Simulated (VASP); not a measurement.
The system is TiPt3.

```
Ti Pt
1.0
     3.89700    0.00000    0.00000
     0.00000    3.89700    0.00000
     0.00000    0.00000    3.89700
Ti Pt
1 3
Cartesian
  0.0000 0.0000 0.0000
  0.0000 1.9485 1.9485
  1.9485 0.0000 1.9485
  1.9485 1.9485 0.0000
```

Base run:

| Item | Value |
| --- | --- |
| Program | VASP 6.6.1 |
| Functional | PBEsol |
| Potentials or basis | VASP PAW PBE potentials, release 64 (Ti_sv, Pt) |
| Cutoff | 520 eV |
| k mesh | 9 × 9 × 9 |
| Occupations | fermi-dirac, width 0.05 eV |
| Spin | no spin polarisation |

Its results: band gap on the k mesh zero (band 21 reaches 13.11 eV, above the bottom of band 22 at 11.55 eV); pressure 0.2 GPa.

Task: The run is repeated on the same cell with these changes: functional from PBEsol to r2SCAN. What comes out?

Result: Band gap on the k mesh zero (band 21 reaches 13.26 eV, above the bottom of band 22 at 11.61 eV); pressure 5.8 GPa.

Caveats: the PAW data sets were made with another functional, which shifts forces and pressure a little; spin-orbit coupling is left out, which moves the levels of the heavy elements.
